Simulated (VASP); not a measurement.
HfB2, 3 atoms in the cell. The structure is monoclinic, space group P2/m (No. 10). The conventional cell has a = 3.113 Å, b = 3.480 Å, c = 3.140 Å, α = 90.00°, β = 119.14°, γ = 90.00°. Within 3.3 Å of Hf (site symmetry 2/m) lie 12 B at 2.50 to 2.52 Å and 6 Hf at 3.11 to 3.17 Å. B (site symmetry m) has 3 B at 1.80 to 1.83 Å within 2.4 Å. 

- Program: VASP 6.6.1
- Task: single point
- Functional: PBE
- Potentials or basis: VASP PAW PBE potentials, release 64 (Hf_pv, B)
- Cutoff: 520 eV
- k mesh: 13 × 13 × 10
- Occupations: methfessel-paxton, width 0.1 eV
- Spin: no spin polarisation
- Dipole correction: no
- Further INCAR settings: ALGO = Normal; EDIFF = 1e-07; NBANDS = 15

Potentials or basis: VASP PAW PBE potentials, release 64 (Hf_pv, B).

The run is started by

```console
$ cat potpaw_PBE.64/Hf_pv/POTCAR potpaw_PBE.64/B/POTCAR > POTCAR
$ mpirun -np 1 vasp_std > vasp.out
```

Hardware: 1 thread of AMD EPYC 9R45 96-Core Processor (Zen 5), with other jobs on the host.

Question: Estimate the wall time of this run.

Answer: Wall time 120 s on 1 thread of AMD EPYC 9R45 96-Core Processor (Zen 5) (shared host), peak memory 0.3 GiB. Counts: scf iterations 14, k points 510.
